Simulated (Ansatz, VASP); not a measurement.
# ZnSe in VASP and in Ansatz

Contents of INCAR:

```
SYSTEM = ZnSe
PREC = Accurate ; ENCUT = 520
EDIFF = 1E-6 ; ISMEAR = 0
SIGMA = 0.05 ; LREAL = .False.
LASPH = .True. ; NELM = 60
ALGO = Normal ; ISIF = 2
LWAVE = .False. ; LCHARG = .True.
GGA = PS ; LELF = .True.
LVHAR = .True. ; NBANDS = 26
```

KPOINTS

```
regular mesh
0
Gamma
  8 8 6
  0 0 0
```

File POSCAR:

```
ZnSe
1.0
    4.3079000000      0.0000000000      0.0000000000
    0.0000000000      4.3079000000      0.0000000000
    0.0000000000      0.0000000000      5.5286396999
Zn Se
2 2
Direct
    0.0000000000      0.0000000000      0.0000000000
    0.5000000000      0.5000000000      0.0000000000
    0.0000000000      0.5000000000      0.2681677050
    0.5000000000      0.0000000000      0.7318322950
```

Input for Ansatz:

```yaml
crystal:
  lattice:
    - [4.3079, 0.0, 0.0]
    - [0.0, 4.3079, 0.0]
    - [0.0, 0.0, 5.5286396999]
  atoms:
    - { symbol: Zn, position: [0.0, 0.0, 0.0] }
    - { symbol: Zn, position: [0.5, 0.5, 0.0] }
    - { symbol: Se, position: [0.0, 0.5, 0.268167705] }
    - { symbol: Se, position: [0.5, 0.0, 0.731832295] }
basis:
  ecutwfc: 520.0
kpoints:
  mp_grid: { grid: [8, 8, 6] }
hamiltonian:
  xc: pbesol
  pseudopotentials: { kind: paw, azcp: { folder: soft_1 } }
scf:
  occupations: { method: gaussian, width: 0.05 }
output:
  forces: true
  stress: true
  eigenvalues: true
```

Alike in both runs: task single point; functional PBEsol; k mesh 8 × 8 × 6; occupations gaussian, width 0.05 eV; no spin polarisation.

|  | VASP | Ansatz |
| --- | --- | --- |
| version | VASP 6.6.1 | Ansatz 0.2.0 |
| potentials or method | VASP PAW PBE potentials, release 64 (Zn, Se), cutoff 520 eV | scalar-relativistic, plane waves, PAW |
| valence electrons in the cell | 36 | 56 |

Ansatz gave:

| Quantity | Value |
| --- | --- |
| gap on the k mesh at the Fermi level (eV) | 1.19 |
| least direct gap on the mesh (eV) | 1.19 |
| pressure (GPa) | -6.5 |
| traceless stress, the component that is largest in VASP (GPa) | 1.65 |
| rms of the force components (eV/Å) | 0.370 |

**Question.** Estimate VASP's values.

**Answer.** gap on the k mesh at the Fermi level (eV): 1.18; least direct gap on the mesh (eV): 1.18; pressure (GPa): -6.4; traceless stress, the component that is largest in VASP (GPa): 1.66; rms of the force components (eV/Å): 0.356.

VASP's potentials were made for PBE, not for PBEsol, and Ansatz warns of the same on its side. Atom by atom the forces differ by 0.013 eV/Å (rms over components). The functional is the same, so the differences come from potentials, cutoffs and numerics. VASP's potentials hold 36 valence electrons a cell and Ansatz's 56, so a difference there can come from the potentials and not from the codes.
